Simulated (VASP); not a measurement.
# ZnAu in VASP: settings compared, part 2 of 2

VASP 6.6.1. Earlier steps stand in the parts before.

### Step 5. Single point, PBE+D4

File INCAR:

```
PREC     = Accurate       # precision mode
ENCUT    = 520            # plane-wave cutoff, eV
EDIFF    = 1E-7           # SCF threshold, eV
ISMEAR   = 0              # smearing method
SIGMA    = 0.1            # smearing width, eV
LREAL    = F              # projectors in reciprocal space
LASPH    = T              # aspherical terms in the spheres
NELM     = 100            # most SCF steps
ALGO     = Normal         # electronic algorithm
ISIF     = 2              # what is computed and relaxed
LWAVE    = F              # write WAVECAR
LCHARG   = F              # write CHGCAR
GGA      = PE             # functional
IVDW     = 13             # dispersion correction
ISYM     = 0            
NBANDS   = 18             # bands
```

File KPOINTS:

```
Automatic mesh
0
Gamma
  4 4 4
  0 0 0.5
```

File POSCAR:

```
ZnAu
1.0
    3.1500525100      0.0000000000      0.0000000000
    0.0000000000      3.1500525100      0.0000000000
    0.0000000000      0.0000000000      3.1500525100
Zn Au
1 1
Direct
    0.5000000000      0.5000000000      0.5000000000
    0.0000000000      0.0000000000      0.0000000000
```

Potentials or basis: VASP PAW PBE potentials, release 64 (Zn, Au).

Launch:

```
cat potpaw_PBE.64/Zn/POTCAR potpaw_PBE.64/Au/POTCAR > POTCAR
mpirun -np 1 vasp_std > vasp.out
```

OUTCAR:

```text
PREC = Accurate
   ENCUT = 520
   EDIFF = 1E-7
   ISMEAR = 0
   LREAL = F
   LASPH = T
   NELM = 100
   ISIF = 2
   GGA = PE
   IVDW = 13
   ISYM = 0

 ion  position               nearest neighbor table
   1  0.500  0.500  0.500-   2 2.73   2 2.73   2 2.73   2 2.73   2 2.73   2 2.73   2 2.73   2 2.73

   2  0.000  0.000  0.000-   1 2.73   1 2.73   1 2.73   1 2.73   1 2.73   1 2.73   1 2.73   1 2.73

IMPORTANT INFORMATION: All symmetrisations will be switched off!
NOSYMM: (Re-)initialisation of all symmetry stuff for point group C_1.

----------------------------------------------------------------------------------------

                                     Primitive cell

  volume of cell :      31.2574

  direct lattice vectors                    reciprocal lattice vectors
     3.150052510  0.000000000  0.000000000     0.317455026  0.000000000  0.000000000
     0.000000000  3.150052510  0.000000000     0.000000000  0.317455026  0.000000000
     0.000000000  0.000000000  3.150052510     0.000000000  0.000000000  0.317455026

  length of vectors
     3.150052510  3.150052510  3.150052510     0.317455026  0.317455026  0.317455026

  position of ions in fractional coordinates (direct lattice)
     0.500000000  0.500000000  0.500000000
     0.000000000  0.000000000  0.000000000

  ion indices of the primitive-cell ions
   primitive index   ion index
                 1           1
                 2           2

----------------------------------------------------------------------------------------

 KPOINTS: Automatic mesh

Automatic generation of k-mesh.
 Grid dimensions read from file:
 generate k-points for:    4    4    4

 Generating k-lattice:

  Cartesian coordinates                     Fractional coordinates (reciprocal lattice)
     0.079363756  0.000000000  0.000000000     0.250000000  0.000000000  0.000000000
     0.000000000  0.079363756  0.000000000     0.000000000  0.250000000  0.000000000
     0.000000000  0.000000000  0.079363756     0.000000000  0.000000000  0.250000000

  Length of vectors
     0.079363756  0.079363756  0.079363756

  Shift w.r.t. Gamma in fractional coordinates (k-lattice)
     0.000000000  0.000000000  0.500000000

 Subroutine IBZKPT returns following result:
 ===========================================

 Found     96 irreducible k-points:

 Following reciprocal coordinates:
            Coordinates               Weight
  0.000000  0.000000  0.125000      2.000000
  0.125000  0.000000  0.000000      2.000000
  0.000000  0.125000  0.000000      2.000000
  0.250000  0.000000  0.125000      2.000000
  0.125000  0.250000  0.000000      2.000000
  0.000000  0.125000  0.250000      2.000000
[... 16 lines left out ...]
  0.125000  0.250000  0.250000      2.000000
  0.250000  0.125000  0.250000      2.000000
 [... further k-points ...]
   k-points           NKPTS =     96   k-points in BZ     NKDIM =     96   number of bands    NBANDS=     18
   number of dos      NEDOS =    301   number of ions     NIONS =      2
   total plane-waves  NPLWV =  13824
   dimension x,y,z NGX =    24 NGY =   24 NGZ =   24
   dimension x,y,z NGXF=    48 NGYF=   48 NGZF=   48
   ions per type =               1   1
   NGX,Y,Z   is equivalent  to a cutoff of  12.67, 12.67, 12.67 a.u.
   NGXF,Y,Z  is equivalent  to a cutoff of  25.33, 25.33, 25.33 a.u.
 SYSTEM =  unknown system
   PREC   = accura    normal or accurate (medium, high low for compatibility)
   ISTART =      0    job   : 0-new  1-cont  2-samecut
   ICHARG =      2    charge: 1-file 2-atom 10-const
   ISPIN  =      1    spin polarized calculation?
   LNONCOLLINEAR =      F non collinear calculations
   LSORBIT =      F    spin-orbit coupling
   LASPH  =      T    aspherical Exc in radial PAW
   ENCUT  =  520.0 eV  38.22 Ry    6.18 a.u.   5.86  5.86  5.86*2*pi/ulx,y,z
   NELM   =    100;   NELMIN=  2; NELMDL= -5     # of ELM steps
   EDIFF  = 0.1E-06   stopping-criterion for ELM
   LREAL  =      F    real-space projection
   EDIFFG = 0.1E-05   stopping-criterion for IOM
   NSW    =      0    number of steps for IOM
   IBRION =     -1    ionic relax: 0-MD 1-quasi-New 2-CG
   NFREE  =      0    steps in history (QN), initial steepest desc. (CG)
   ISIF   =      2    stress and relaxation
   ISYM   =      0    0-nonsym 1-usesym 2-fastsym
   POTIM  = 0.5000    time-step for ionic-motion
   TEBEG  =    0.0;   TEEND  =   0.0 temperature during run
   PSTRESS=    0.0 pullay stress
   NELECT =      23.0000    total number of electrons
   NUPDOWN=      -1.0000    fix difference up-down
   EMIN   =  10.00;   EMAX   =-10.00  energy-range for DOS
   EFERMI =   0.00;   METHOD = LEGACY
   ISMEAR =     0;   SIGMA  =   0.10  broadening in eV -4-tet -1-fermi 0-gaus
   EFERMI_NEDOS =   21; number of points for ismear=-14 and -15
   IALGO  =     38    algorithm
   IMIX   =      4    mixing-type and parameters
     AMIX     =   0.40;   BMIX     =  1.00
     AMIX_MAG =   1.60;   BMIX_MAG =  1.00
  volume/ion in A,a.u.               =      15.63       105.47
  Fermi-wavevector in a.u.,A,eV,Ry     =   1.477972  2.792963 29.720598  2.184402
  Thomas-Fermi vector in A             =   2.592311
   LORBIT       =      0    0 simple, 1 ext, 2 COOP (PROOUT), +10 PAW based schemes
   GGA     = PE    functional components
   LHFCALC =     F    Hartree Fock is set to
   AEXX    =    0.0000 exact exchange contribution
   IVDW    =    13    specifies the selected vdW correction
   LEPSILON=     F    determine dielectric tensor
   LRPA    =     F    only Hartree local field effects (RPA)
 non-spin polarized calculation
 Gauss-broadening in eV      SIGMA  =   0.10
  energy-cutoff  :      520.00
  volume of cell :       31.26
 maximum number of plane-waves:       860
   NGX = 11   NGY = 11   NGZ = 11

 number of electron      23.0000004 magnetization

 Free energy of the ion-electron system (eV)
  ---------------------------------------------------
  ext. energy  EPLUGINS =         0.00000000
  ---------------------------------------------------
  free energy    TOTEN  =        -4.75630425 eV

  energy without entropy =       -4.75068670  energy(sigma->0) =       -4.75349548

 E-fermi :   6.8172     XC(G=0): -12.3624

 val. band max:        6.7694630868   @ k =  -0.2500   0.5000   0.3750
 cond. band min:       7.6622040506   @ k =  -0.2500  -0.2500   0.3750
 fundamental gap:      0.8927409638
 Fermi energy:         6.8171565573

 k-point     1 :       0.0000    0.0000    0.1250
  band No.  band energies     occupation
      1      -3.2567      2.00000
      2      -0.9956      2.00000
      3      -0.9755      2.00000
      4      -0.3732      2.00000
      5      -0.3732      2.00000
      6      -0.3479      2.00000
[... 10 lines left out ...]
     17      20.4943      0.00000
     18      25.1022      0.00000

 k-point     2 :       0.1250    0.0000    0.0000
  band No.  band energies     occupation
      1      -3.2567      2.00000
      2      -0.9956      2.00000
      3      -0.9755      2.00000
      4      -0.3732      2.00000
      5      -0.3732      2.00000
      6      -0.3479      2.00000
[... 10 lines left out ...]
     17      20.4943      0.00000
     18      25.1994      0.00000

 k-point     3 :       0.0000    0.1250    0.0000
  band No.  band energies     occupation
      1      -3.2567      2.00000
      2      -0.9956      2.00000
      3      -0.9755      2.00000
      4      -0.3732      2.00000
      5      -0.3732      2.00000
      6      -0.3479      2.00000
[... 10 lines left out ...]
     17      20.4943      0.00000
     18      25.1074      0.00000

 k-point     4 :       0.2500    0.0000    0.1250
  band No.  band energies     occupation
      1      -2.2411      2.00000
      2      -0.8132      2.00000
      3      -0.7217      2.00000
      4      -0.4430      2.00000
      5      -0.3646      2.00000
      6      -0.2741      2.00000
[... 375 lines left out ...]
      4      -0.5255      2.00000
      5      -0.4186      2.00000
      6      -0.2666      2.00000
[... 10 lines left out ...]
     17      20.9657      0.00000
     18      21.2133      0.00000

 k-point    23 :       0.1250    0.2500    0.2500
  band No.  band energies     occupation
      1      -1.4538      2.00000
      2      -0.7066      2.00000
      3      -0.5399      2.00000
      4      -0.5255      2.00000
      5      -0.4186      2.00000
      6      -0.2666      2.00000
[... 10 lines left out ...]
     17      20.9657      0.00000
     18      21.2133      0.00000

 k-point    24 :       0.2500    0.1250    0.2500
  band No.  band energies     occupation
      1      -1.4538      2.00000
      2      -0.7066      2.00000
      3      -0.5399      2.00000
      4      -0.5255      2.00000
      5      -0.4186      2.00000
      6      -0.2666      2.00000
[... 10 lines left out ...]
     17      20.9657      0.00000
     18      21.2133      0.00000

 [... further k-points ...]

------------------------ aborting loop because EDIFF is reached ----------------------------------------

  DFT-D4 for vdW energy calculation

  Edisp (eV):   -1.04044

  FORCE on cell =-STRESS in cart. coord.  units (eV):
  Direction    XX          YY          ZZ          XY          YZ          ZX
  --------------------------------------------------------------------------------------
  -------------------------------------------------------------------------------------
  Total      -0.13982    -0.13982    -0.13982     0.00000     0.00000    -0.00000
  in kB      -7.16689    -7.16683    -7.16698     0.00000     0.00000    -0.00002
  external pressure =       -7.17 kB  Pullay stress =        0.00 kB

 VOLUME and BASIS-vectors are now :
 -----------------------------------------------------------------------------
  energy-cutoff  :      520.00
  volume of cell :       31.26
      direct lattice vectors                 reciprocal lattice vectors
     3.150052510  0.000000000  0.000000000     0.317455026  0.000000000  0.000000000
     0.000000000  3.150052510  0.000000000     0.000000000  0.317455026  0.000000000
     0.000000000  0.000000000  3.150052510     0.000000000  0.000000000  0.317455026

 POSITION                                       TOTAL-FORCE (eV/Angst)
 -----------------------------------------------------------------------------------
      1.57503      1.57503      1.57503        -0.000000      0.000000     -0.000000
      0.00000      0.00000      0.00000         0.000000     -0.000000      0.000000
 -----------------------------------------------------------------------------------
    total drift:                                0.000001      0.000000      0.000001

  FREE ENERGIE OF THE ION-ELECTRON SYSTEM (eV)
  ---------------------------------------------------
  free  energy   TOTEN  =        -5.7967396760 eV

  energy  without entropy=       -5.7911221268  energy(sigma->0) =       -5.79393090
```

It took 34 s on 1 thread of AMD EPYC 7R13 (Zen 3), shared host; peak memory 0.15 GiB.

Results:

* Free energy: -5.7967 eV
* Pressure: -0.7 GPa
* Band gap on the k mesh: zero (an odd number of electrons rules out a gap without spin polarisation)
* Dispersion energy per atom: -0.520 eV

Caveat: the k points lie up to 0.50 Å⁻¹ apart, too coarse for converged energies and pressures of a metal; spin-orbit coupling is left out, which moves the levels of the heavy elements.

### Step 6. Single point, r2SCAN

POSCAR is that of step 5.

File INCAR.step1:

```
SYSTEM = ZnAu
ALGO = Normal
EDIFF = 1E-4
ENCUT = 520
GGA = PE
ISMEAR = -5
LASPH = .True.
LCHARG = .False.
LREAL = .False.
LWAVE = .True.
NBANDS = 18
NELM = 100
PREC = Accurate
SIGMA = 0.1
```

File INCAR.step2:

```
SYSTEM = ZnAu
ALGO = Normal
EDIFF = 1E-7
ENCUT = 520
ISIF = 2
ISMEAR = -5
ISTART = 1
LASPH = .True.
LCHARG = .False.
LMIXTAU = .True.
LREAL = .False.
LWAVE = .False.
METAGGA = R2SCAN
NBANDS = 18
NELM = 100
PREC = Accurate
SIGMA = 0.1
```

File KPOINTS:

```
k-points
0
Gamma
  6 6 6
  0 0 0
```

Potentials or basis: VASP PAW PBE potentials, release 64 (Zn, Au).

Launch:

```
cat potpaw_PBE.64/Zn/POTCAR potpaw_PBE.64/Au/POTCAR > POTCAR
cp INCAR.step1 INCAR
mpirun -np 1 vasp_std > vasp.out
cp INCAR.step2 INCAR
mpirun -np 1 vasp_std > vasp.out
```

It took 37 s on 1 thread of AMD EPYC 7R13 (Zen 3), shared host; peak memory 0.12 GiB.

It converged, with:

| Property | Result |
| --- | --- |
| Free energy | -59.9515 eV |
| Pressure | -0.5 GPa |
| Band gap on the k mesh | zero (an odd number of electrons rules out a gap without spin polarisation) |

Levels at points of the mesh, in eV from the Fermi level:
| k point | band 8 | band 9 | band 10 | band 11 | band 12 | band 13 | band 14 | band 15 |
| --- | --- | --- | --- | --- | --- | --- | --- | --- |
| (0.00, 0.00, 0.00) | -5.72 | -3.97 | -3.97 | -3.97 | 5.30 | 5.30 | 5.30 | 9.44 |
| (0.50, 0.00, 0.00) | -5.58 | -5.17 | -5.17 | -4.12 | -2.53 | 10.81 | 11.54 | 11.54 |
| (0.50, 0.50, 0.00) | -4.34 | -4.34 | -3.37 | -2.01 | -2.01 | 0.83 | 2.76 | 11.07 |
| (0.50, 0.50, 0.50) | -6.74 | -3.32 | -3.32 | 1.80 | 3.76 | 3.87 | 3.87 | 3.87 |

Caveat: the PAW data sets were made with another functional, which shifts forces and pressure a little; spin-orbit coupling is left out, which moves the levels of the heavy elements; tetrahedron occupations give inexact forces and stress in metals.

### Step 7. Overview

```csv
level,cell,k mesh,smearing,gap on the mesh (eV),pressure (GPa)
PBE,"as given, atomic positions A",3 × 3 × 3,gaussian 0.1 eV,none,2.5
PBE,"as given, atomic positions B",4 × 4 × 4,methfessel-paxton 0.062 eV,none,4.4
PBE,"as given, atomic positions B",6 × 6 × 6,methfessel-paxton 0.0037 eV,none,5.0
PBE+D4,"as given, atomic positions B","4 × 4 × 4, shifted",gaussian 0.1 eV,none,-0.7
r2SCAN,"as given, atomic positions B",6 × 6 × 6,tetrahedron,none,-0.5
```

Alike in all rows: task single point; potentials or basis VASP PAW PBE potentials, release 64 (Zn, Au); no spin polarisation; cutoff (eV) 520.

Caveats: some runs use coarse meshes; spin-orbit coupling is left out, which moves the levels of the heavy elements; the cell stands under pressure (at least some runs); the PAW data sets were made with another functional, which shifts forces and pressure a little (at least some runs); tetrahedron occupations give inexact forces and stress in metals (at least some runs).

Absolute energies hang on the potentials; compare differences alone.
